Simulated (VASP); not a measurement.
The system is IrRh3.

```xyz
4
Lattice="3.8171 0.0000 0.0000 0.0000 3.8171 0.0000 0.0000 0.0000 3.8171" Properties=species:S:1:pos:R:3 pbc="T T T"
Ir    0.0000    0.0000    0.0000
Rh    0.0000    1.9085    1.9085
Rh    1.9085    0.0000    1.9085
Rh    1.9085    1.9085    0.0000
```

* Program: VASP 6.6.1
* Task: relaxation of volume and atoms at fixed shape
* Functional: LDA
* Potentials or basis: VASP PAW LDA potentials, release 64 (Ir, Rh_pv)
* Cutoff: 600 eV
* k mesh: 12 × 12 × 12
* Occupations: methfessel-paxton, width 0.05 eV
* Spin: no spin polarisation

At the start: pressure -11.2 GPa; volume 13.90 Å³/atom.

How do energy, volume and symmetry change on relaxing?

Over 7 steps the energy falls by 17.5 meV/atom and the volume is 13.42 Å³/atom (-3.5 %); space group Pm-3m (No. 221, to 0.1 Å) before and after.

Step by step:
```
step  energy change (eV)  largest force (eV/Å)  pressure (GPa)  volume (Å³)
   1              0.0000                0.0000          -11.19        55.61
   2              0.6759                0.0000           48.39        48.16
   3             -0.0701                0.0000           -0.50        53.74
   4             -0.0702                0.0000           -0.13        53.68
   5             -0.0702                0.0000            0.14        53.64
   6             -0.0701                0.0000           -0.36        53.72
   7             -0.0702                0.0000           -0.01        53.66
```

Final structure:
```
Ir Rh
1.0
     3.77182    0.00000    0.00000
     0.00000    3.77182    0.00000
     0.00000    0.00000    3.77182
Ir Rh
1 3
Direct
  0.00000 0.00000 0.00000
  0.00000 0.50000 0.50000
  0.50000 0.00000 0.50000
  0.50000 0.50000 0.00000
```
